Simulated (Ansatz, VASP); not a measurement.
## One calculation of CaMg6V, two programs

```
CELL_PARAMETERS angstrom
5.22393 0.00000 0.00000
0.00000 3.26148 5.59541
0.00000 -3.26148 5.59541
ATOMIC_POSITIONS crystal
V 0.50000 0.33470 0.33470
Ca 0.50000 0.83457 0.83457
Mg 0.00000 0.17317 0.17317
Mg 0.00000 0.66271 0.66271
Mg 0.00000 0.18043 0.64974
Mg 0.00000 0.64974 0.18043
Mg 0.50000 0.33428 0.83041
Mg 0.50000 0.83041 0.33428
```

Alike in both runs: task single point; functional PBE; k mesh 5 × 5 × 5; occupations fermi-dirac, width 0.05 eV; collinear spin.

```csv
,VASP,Ansatz
version,VASP 6.6.1,Ansatz 0.2.0
potentials or method,"VASP PAW PBE potentials, release 64 (V_sv, Ca_sv, Mg)",Ansatz PAW
plane-wave cutoff (eV),520,420
valence electrons in the cell,35,83
```

|  | VASP | Ansatz | Ansatz less VASP |
| --- | --- | --- | --- |
| gap on the k mesh at the Fermi level (eV) | none | none | - |
| pressure (GPa) | -0.1 | 0.0 | +0.06 |
| traceless stress, the component that is largest in VASP (GPa) | -0.14 | -0.14 | +0.001 |
| rms of the force components (eV/Å) | 0.020 | 0.020 | -0.0005 |
| net moment per atom (μB) | 0.47 | 0.47 | 0.000 |
| size of the moment on the site where the two differ most (μB) | 2.77 | 2.98 | +0.212 |

Site moments also hang on the region over which each program counts them. Atom by atom the forces differ by 0.001 eV/Å (rms over components). A gap of «none» marks a metal or a gap that the smearing closes. VASP's potentials hold 35 valence electrons a cell and Ansatz's 83, so a difference there can come from the potentials and not from the codes.
